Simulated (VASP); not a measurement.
A run of VASP 6.6.1 is set up as follows.

The input INCAR:

```
SYSTEM = Si5O12
PREC = Accurate ; ENCUT = 520
EDIFF = 1E-6 ; ISMEAR = 0
SIGMA = 0.02 ; LREAL = Auto
LASPH = .TRUE. ; NELM = 60
ALGO = Normal ; ISIF = 2
LWAVE = .FALSE. ; LCHARG = .FALSE.
GGA = PE ; NBANDS = 60
```

The input KPOINTS:

```
Automatic mesh
0
G
  4 5 3
  0 0 0
```

The input POSCAR:

```
Si5O12
1.0
   -3.1326740000      4.3716500000     -0.0068030000
    0.0016230000     -0.0076840000      4.8355080000
    8.3150160000      3.7463770000     -0.0038450000
Si O
5 12
Direct
    0.7719708119      0.0024199629      0.7600223964
    0.9095490973      0.6796879300      0.4997073848
    0.5776182073      0.6929563404      0.9991624603
    0.7389958648      0.2567510727      0.2465567576
    0.2654956672      0.3645817329      0.7338410477
    0.4155973337      0.9193817166      0.0845795810
    0.7559148569      0.7681527730      0.6291784492
    0.4990980861      0.0306867296      0.2358124778
    0.0278260051      0.1841475972      0.7682363699
    0.7252360174      0.4361471311      0.0946093156
    0.1749891841      0.5329935676      0.5772218058
    0.9987567715      0.0531638616      0.2782549668
    0.5124117237      0.1823309479      0.7200447401
    0.7333580395      0.4777389220      0.3802574437
    0.3436556591      0.5829769944      0.8717626123
    0.9751501104      0.9908254486      0.4346668789
    0.7862518650      0.8506716120      0.9212635751
```

Potentials or basis: VASP PAW PBE potentials, release 64 (Si, O).

Run with:

```bash
$ cat potpaw_PBE.64/Si/POTCAR potpaw_PBE.64/O/POTCAR > POTCAR
$ mpirun -np 1 vasp_std > vasp.out
```

Task: Estimate the largest force.

Result: 0.179 eV/Å.

Task: Estimate the pressure.

Result: 0.3 GPa.

Forces on the atoms (eV/Å):
```
Si  -0.004 -0.012  0.023
Si   0.012 -0.027 -0.014
Si  -0.014  0.009 -0.013
Si   0.004 -0.019  0.044
Si   0.017  0.012 -0.023
O   -0.101 -0.115 -0.061
O   -0.004  0.013 -0.002
O    0.138  0.099  0.055
O   -0.008 -0.007  0.000
O    0.026 -0.005  0.012
O   -0.013  0.003  0.010
O   -0.175 -0.011  0.002
O    0.001  0.013 -0.004
O    0.004 -0.002 -0.005
O   -0.027 -0.012 -0.015
O    0.135  0.059 -0.015
O    0.009  0.003  0.006
```

Caveat: the cell differs from its parent crystal (atoms taken out).
